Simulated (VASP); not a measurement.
# Hf (Fm-3m) in VASP: notebook, part 2 of 2

VASP 6.6.1. The steps go on from the part before.

**5. Single point, BLYP (volume scaled by 0.96)**

INCAR

```
PREC = Accurate
ENCUT = 520
EDIFF = 1E-6
ISMEAR = -1
SIGMA = 0.1
LREAL = False
LASPH = True
NELM = 100
ALGO = Normal
ISIF = 2
LWAVE = False
LCHARG = False
GGA = B5
ALDAX = 1.0
AGGAX = 1.0
AGGAC = 1.0
ALDAC = 0.0
NBANDS = 11
```

KPOINTS

```
regular mesh
0
Gamma
  14 14 14
```

POSCAR

```
Hf
1.0
    0.0000000000      2.2321685714      2.2321685714
    2.2321685714      0.0000000000      2.2321685714
    2.2321685714      2.2321685714      0.0000000000
Hf
1
Direct
    0.0000000000      0.0000000000      0.0000000000
```

Potentials or basis: VASP PAW PBE potentials, release 64 (Hf_pv).

Run with:

```console
> cat potpaw_PBE.64/Hf_pv/POTCAR > POTCAR
> mpirun -np 1 vasp_std > vasp.out
```

OUTCAR:

```text
PREC = Accurate
   ENCUT = 520
   EDIFF = 1E-6
   ISMEAR = -1
   LREAL = False
   LASPH = True
   NELM = 100
   ISIF = 2
   GGA = B5

 ion  position               nearest neighbor table
   1  0.000  0.000  0.000-

  LATTYP: Found a face centered cubic cell.
 ALAT       =     4.4643371428

  Lattice vectors:

 A1 = (   0.0000000000,   2.2321685714,   2.2321685714)
 A2 = (   2.2321685714,   0.0000000000,   2.2321685714)
 A3 = (   2.2321685714,   2.2321685714,   0.0000000000)

Analysis of symmetry for initial positions (statically):
=====================================================================
 Subroutine PRICEL returns:
 Original cell was already a primitive cell.

 Routine SETGRP: Setting up the symmetry group for a
 face centered cubic supercell.

 Subroutine GETGRP returns: Found 48 space group operations
 (whereof 48 operations were pure point group operations)
 out of a pool of 48 trial point group operations.

The static configuration has the point symmetry O_h .

Analysis of symmetry for dynamics (positions and initial velocities):
=====================================================================
 Subroutine PRICEL returns:
 Original cell was already a primitive cell.

 Routine SETGRP: Setting up the symmetry group for a
 face centered cubic supercell.

 Subroutine GETGRP returns: Found 48 space group operations
 (whereof 48 operations were pure point group operations)
 out of a pool of 48 trial point group operations.

The dynamic configuration has the point symmetry O_h .

 Subroutine INISYM returns: Found 48 space group operations
 (whereof 48 operations are pure point group operations),
 and found     1 'primitive' translations

----------------------------------------------------------------------------------------

                                     Primitive cell
[... 112 lines left out ...]
  Thomas-Fermi vector in A             =   2.387937
   LORBIT       =      0    0 simple, 1 ext, 2 COOP (PROOUT), +10 PAW based schemes
   GGA     = B5    functional components
   LHFCALC =     F    Hartree Fock is set to
   AEXX    =    0.0000 exact exchange contribution
   IVDW    =     0    specifies the selected vdW correction
   LEPSILON=     F    determine dielectric tensor
   LRPA    =     F    only Hartree local field effects (RPA)
 non-spin polarized calculation
  energy-cutoff  :      520.00
  volume of cell :       22.24
 maximum number of plane-waves:       612
   NGX = 11   NGY = 11   NGZ = 11

 number of electron      10.0000000 magnetization

 number of electron       9.9999999 magnetization

 Free energy of the ion-electron system (eV)
  ---------------------------------------------------
  ext. energy  EPLUGINS =         0.00000000
  ---------------------------------------------------
  free energy    TOTEN  =        -8.56465325 eV

  energy without entropy =       -8.51476139  energy(sigma->0) =       -8.53970732

 E-fermi :   5.3138     XC(G=0): -10.7303

 val. band max:        5.3009205236   @ k =  -0.2857   0.3571   0.0714
 cond. band min:       5.3185394105   @ k =   0.2857   0.0000   0.0000
 fundamental gap:      0.0176188869
 Fermi energy:         5.3138161382

 k-point     1 :       0.0000    0.0000    0.0000
  band No.  band energies     occupation
      1     -24.6101      2.00000
      2     -24.6101      2.00000
      3     -24.6101      2.00000
      4      -1.7843      2.00000
      5       6.6054      0.00000
      6       6.6054      0.00000
      7       6.6054      0.00000
      8       9.3641      0.00000
      9       9.3641      0.00000
     10      16.7528      0.00000
     11      17.7060      0.00000
[... 309 lines left out ...]
 k-point    24 :       0.2857    0.1429    0.0000
  band No.  band energies     occupation
      1     -25.0380      2.00000
      2     -24.7249      2.00000
      3     -24.7165      2.00000
      4       0.5078      2.00000
      5       4.9365      1.95509
      6       6.6822      0.00000
      7       7.5374      0.00000
      8       8.6454      0.00000
      9      10.2400      0.00000
     10      17.6812      0.00000
     11      18.2072      0.00000

 [... further k-points ...]

------------------------ aborting loop because EDIFF is reached ----------------------------------------

  FORCE on cell =-STRESS in cart. coord.  units (eV):
  Direction    XX          YY          ZZ          XY          YZ          ZX
  --------------------------------------------------------------------------------------
  -------------------------------------------------------------------------------------
  Total        0.5953434      0.5953434      0.5953434      0.0000000      0.0000000     -0.0000000
  in kB       42.8812257     42.8812257     42.8812257      0.0000000      0.0000000     -0.0000000
  external PRESSURE =      42.8812257 kB  Pullay stress =       0.0000000 kB

 VOLUME and BASIS-vectors are now :
 -----------------------------------------------------------------------------
  energy-cutoff  :      520.00
  volume of cell :       22.24
      direct lattice vectors                 reciprocal lattice vectors
     0.000000000  2.232168571  2.232168571    -0.223997420  0.223997420  0.223997420
     2.232168571  0.000000000  2.232168571     0.223997420 -0.223997420  0.223997420
     2.232168571  2.232168571  0.000000000     0.223997420  0.223997420 -0.223997420

 POSITION                                       TOTAL-FORCE (eV/Angst)
 -----------------------------------------------------------------------------------
      0.00000      0.00000      0.00000        -0.000000      0.000000     -0.000000
 -----------------------------------------------------------------------------------
    total drift:                               -0.000000      0.000000      0.000000

  FREE ENERGIE OF THE ION-ELECTRON SYSTEM (eV)
  ---------------------------------------------------
  free  energy   TOTEN  =        -8.5646532541 eV

  energy  without entropy=       -8.5147613925  energy(sigma->0) =       -8.53970732
```

stdout:

```text
POSCAR found type information on POSCAR Hf
 POSCAR found :  1 types and       1 ions
 scaLAPACK will be used
 -----------------------------------------------------------------------------
|                                                                             |
|                                                                             |
|     You enforced a specific xc type in the INCAR file but a different       |
|     I HOPE YOU KNOW WHAT YOU ARE DOING!                                     |
|                                                                             |
 -----------------------------------------------------------------------------

 LDA part: xc-table for (Slater(with rela. corr.)+VWN5), standard interpolation
 POSCAR, INCAR and KPOINTS ok, starting setup
 FFT: planning ... GRIDC
 FFT: planning ... GRID_SOFT
 FFT: planning ... GRID
 WAVECAR not read
 entering main loop
```

Run time: 9.7 s. Hardware: 1 thread of Intel Xeon 6975P-C (Granite Rapids), shared host; peak memory 0.15 GiB.

What came out:

```yaml
Free_energy: -8.5647 eV
Pressure: 4.3 GPa
Band_gap_on_the_k_mesh: zero (band 5 reaches 6.61 eV, above the bottom of band 6 at 4.64 eV)
```

Levels at points of the mesh, in eV from the Fermi level:
| k point | band 2 | band 3 | band 4 | band 5 | band 6 | band 7 | band 8 | band 9 |
| --- | --- | --- | --- | --- | --- | --- | --- | --- |
| (0.00, 0.00, 0.00) | -29.92 | -29.92 | -7.10 | 1.29 | 1.29 | 1.29 | 4.05 | 4.05 |
| (0.50, 0.00, 0.00) | -30.04 | -30.04 | -3.63 | 0.82 | 1.08 | 1.08 | 6.16 | 6.16 |
| (0.50, 0.50, 0.00) | -30.23 | -30.23 | -3.25 | -2.21 | 2.74 | 6.16 | 6.78 | 6.78 |

Caveat: the PAW data sets were made with another functional, which shifts forces and pressure a little; spin-orbit coupling is left out, which moves the levels of the heavy elements.

**6. Single point, BLYP**

INCAR

```
SYSTEM = Hf
PREC = Accurate
ENCUT = 520
EDIFF = 1E-7
ISMEAR = -1
SIGMA = 0.1
LREAL = .FALSE.
LASPH = .TRUE.
NELM = 60
ALGO = Normal
ISIF = 2
LWAVE = .FALSE.
LCHARG = .FALSE.
GGA = B5
ALDAX = 1.0
AGGAX = 1.0
AGGAC = 1.0
ALDAC = 0.0
NBANDS = 11
```

KPOINTS

```
regular mesh
0
G
  14 14 14
  0 0 0
```

POSCAR

```
Hf
1.0
    0.0000000000      2.2627500233      2.2627500233
    2.2627500233      0.0000000000      2.2627500233
    2.2627500233      2.2627500233      0.0000000000
Hf
1
Direct
    0.0000000000      0.0000000000      0.0000000000
```

Potentials or basis: VASP PAW PBE potentials, release 64 (Hf_pv).

Run with:

```console
> cat potpaw_PBE.64/Hf_pv/POTCAR > POTCAR
> mpirun -np 1 vasp_std > vasp.out
```

It took 11 s on 1 thread of Intel Xeon 6975P-C (Granite Rapids), shared host; peak memory 0.15 GiB.

It converged, with:

- Free energy: -8.5768 eV
- Pressure: 0.0 GPa
- Band gap on the k mesh: zero (band 5 reaches 6.30 eV, above the bottom of band 6 at 4.40 eV)

Levels at points of the mesh, in eV from the Fermi level:
```csv
k point,band 2,band 3,band 4,band 5,band 6,band 7,band 8,band 9
"(0.00, 0.00, 0.00)",-30.07,-30.07,-6.96,1.27,1.27,1.27,3.89,3.89
"(0.50, 0.00, 0.00)",-30.16,-30.16,-3.52,0.69,1.08,1.08,5.88,5.88
"(0.50, 0.50, 0.00)",-30.33,-30.33,-3.08,-2.07,2.52,5.88,6.46,6.46
```

Caveat: the PAW data sets were made with another functional, which shifts forces and pressure a little; spin-orbit coupling is left out, which moves the levels of the heavy elements.

**7. The runs side by side**

| cell | k mesh | gap on the mesh (eV) | pressure (GPa) |
| --- | --- | --- | --- |
| a = 3.200 Å, angles 60.0°, 1 atom | 12 × 12 × 12 | none | 0.0 |
| a = 3.067 Å, angles 60.0°, 1 atom | 14 × 14 × 14 | none | 15.6 |
| a = 3.112 Å, angles 60.0°, 1 atom | 14 × 14 × 14 | none | 9.4 |
| a = 3.157 Å, angles 60.0°, 1 atom | 14 × 14 × 14 | none | 4.3 |
| a = 3.200 Å, angles 60.0°, 1 atom | 14 × 14 × 14 | none | 0.0 |

Alike in all rows: task single point; level BLYP; potentials or basis VASP PAW PBE potentials, release 64 (Hf_pv); no spin polarisation; cutoff (eV) 520; smearing fermi-dirac 0.1 eV.

Caveats: the PAW data sets were made with another functional, which shifts forces and pressure a little; spin-orbit coupling is left out, which moves the levels of the heavy elements.

Absolute energies hang on the potentials; compare differences alone.
